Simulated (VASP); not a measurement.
Input of a VASP 6.6.1 run:

The input INCAR:

```
SYSTEM = MgO
ALGO     = Normal         ! electronic algorithm
EDIFF    = 1E-6           ! SCF threshold, eV
EDIFFG   = -0.005         ! ionic threshold
ENCUT    = 600            ! plane-wave cutoff, eV
GGA      = PE             ! functional
IBRION   = 2              ! ionic algorithm
ISIF     = 3              ! what is computed and relaxed
ISMEAR   = -1             ! smearing method
LASPH    = .True.         ! aspherical terms in the spheres
LCHARG   = .False.        ! write CHGCAR
LREAL    = .False.        ! projectors in reciprocal space
LWAVE    = .False.        ! write WAVECAR
NELM     = 60             ! most SCF steps
NSW      = 80             ! ionic steps
PREC     = Accurate       ! precision mode
SIGMA    = 0.02           ! smearing width, eV
```

KPOINTS

```
k-points
0
Gamma
  10 10 10
  0 0 0
```

Contents of POSCAR:

```
MgO
1.0
    0.0000000000      2.1085000000      2.1085000000
    2.1085000000      0.0000000000      2.1085000000
    2.1085000000      2.1085000000      0.0000000000
Mg O
1 1
Direct
    0.0000000000      0.0000000000      0.0000000000
    0.5000000000      0.5000000000      0.5000000000
```

Potentials or basis: VASP PAW PBE potentials, release 64 (Mg, O).

Command:

```bash
$ cat potpaw_PBE.64/Mg/POTCAR potpaw_PBE.64/O/POTCAR > POTCAR
$ mpirun -np 1 vasp_std > vasp.out
```

(1) Predict the band gap on the k mesh.

(2) Predict the space group after relaxing (to 0.05 Å).

## Answers

(1) 4.50 eV, direct.

(2) Fm-3m (No. 225).
